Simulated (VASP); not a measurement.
Input of a VASP 6.6.1 run:

The input INCAR:

```
SYSTEM = GaP
PREC     = Accurate       ! precision mode
ENCUT    = 520            ! plane-wave cutoff, eV
EDIFF    = 1E-7           ! SCF threshold, eV
ISMEAR   = 0              ! smearing method
SIGMA    = 0.05           ! smearing width, eV
LREAL    = .False.        ! projectors in reciprocal space
LASPH    = .True.         ! aspherical terms in the spheres
NELM     = 60             ! most SCF steps
ALGO     = Normal         ! electronic algorithm
ISIF     = 2              ! what is computed and relaxed
LWAVE    = .False.        ! write WAVECAR
LCHARG   = .False.        ! write CHGCAR
NBANDS   = 26             ! bands
```

Contents of KPOINTS:

```
Automatic mesh
0
Gamma
  12 12 12
  0 0 0
```

POSCAR

```
GaP
1.0
    1.8652945685      1.0769283212      6.1735776963
   -1.8652945685      1.0769283212      6.1735776963
    0.0000000000     -2.1538566424      6.1735776963
Ga P
2 2
Direct
    0.4353720000      0.4353720000      0.4353720000
    0.5646280000      0.5646280000      0.5646280000
    0.0573890000      0.0573890000      0.0573890000
    0.9426110000      0.9426110000      0.9426110000
```

Potentials or basis: VASP PAW LDA potentials, release 64 (Ga_d, P).

Run with:

```bash
$ cat potpaw_LDA.64/Ga_d/POTCAR potpaw_LDA.64/P/POTCAR > POTCAR
$ mpirun -np 1 vasp_std > vasp.out
```

Q: Predict the largest force.

A: 0.459 eV/Å.

Q: Estimate the band gap on the k mesh.

A: 0.68 eV (least direct gap 1.21 eV).

Q: Estimate the pressure.

A: 5.6 GPa.

Stress tensor (GPa, compression positive):
```
4.89 0.00 0.00
0.00 4.89 0.00
0.00 0.00 6.91
```

Caveat: the cell differs from its parent crystal (strain -0.040 along x and y, -0.040 along z); the cell stands under pressure; semilocal functionals underestimate gaps, and a narrow one can read as zero. A k mesh can miss the band edges.
